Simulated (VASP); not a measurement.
Here is a VASP 6.6.1 calculation.

Contents of INCAR:

```
SYSTEM = Si6SnO16
  PREC = Accurate
  ENCUT = 520
  EDIFF = 1E-7
  ISMEAR = 0
  SIGMA = 0.05
  LREAL = Auto
  LASPH = .TRUE.
  NELM = 100
  ALGO = Normal
  ISIF = 2
  LWAVE = .FALSE.
  LCHARG = .TRUE.
  GGA = PE
  LELF = .TRUE.
  LVHAR = .TRUE.
  NBANDS = 84
```

KPOINTS

```
regular mesh
0
G
  2 2 2
  0 0 0
```

File POSCAR:

```
Si6SnO16
1.0
   -4.1790000000     -4.1790000000      0.0000000000
    4.1790000000     -4.1790000000      0.0000000000
    0.0000000000      0.0000000000      5.3298000000
Si O Sn
6 16 1
Direct
    0.5000000000      0.5000000000      0.0046134032
    0.0000000000      0.5000000000      0.2500000000
    0.5000000000      0.5000000000      0.4953865968
    0.0000000000      0.5000000000      0.7500000000
    0.0000000000      0.0000000000      0.0041619175
    0.0000000000      0.0000000000      0.4958380825
    0.1932503618      0.5000000000     -0.0002988640
    0.0000000000      0.2024389459      0.2500000000
    0.8067496382      0.5000000000     -0.0002988640
    0.0000000000      0.7975610541      0.2500000000
    0.1932503618      0.5000000000      0.5002988640
    0.0000000000      0.1964413491      0.7500000000
    0.8067496382      0.5000000000      0.5002988640
    0.0000000000      0.8035586509      0.7500000000
    0.7190640909      0.0000000000      0.0296261938
    0.5000000000      0.6865817018      0.2500000000
    0.2809359091      0.0000000000      0.0296261938
    0.5000000000      0.3134182982      0.2500000000
    0.7190640909      0.0000000000      0.4703738062
    0.5000000000      0.6772614657      0.7500000000
    0.2809359091      0.0000000000      0.4703738062
    0.5000000000      0.3227385343      0.7500000000
    0.5000000000      0.0000000000     -0.2500000000
```

Potentials or basis: VASP PAW PBE potentials, release 64 (Si, O, Sn_d).

Launch:

```console
$ cat potpaw_PBE.64/Si/POTCAR potpaw_PBE.64/O/POTCAR potpaw_PBE.64/Sn_d/POTCAR > POTCAR
$ mpirun -np 1 vasp_std > vasp.out
```

What does it give for the largest force?

0.052 eV/Å.

What does it give for the band gap on the k mesh?

Zero (bands 67 and 68 overlap by 0.15 eV).

What does it give for the pressure?

30.9 GPa.

Stress tensor (GPa, compression positive):
```
34.01 -2.88  0.00
-2.88 34.01  0.00
 0.00  0.00 24.71
```

Caveat: the k points lie up to 0.59 Å⁻¹ apart; spin-orbit coupling is left out, which moves the levels of the heavy elements.
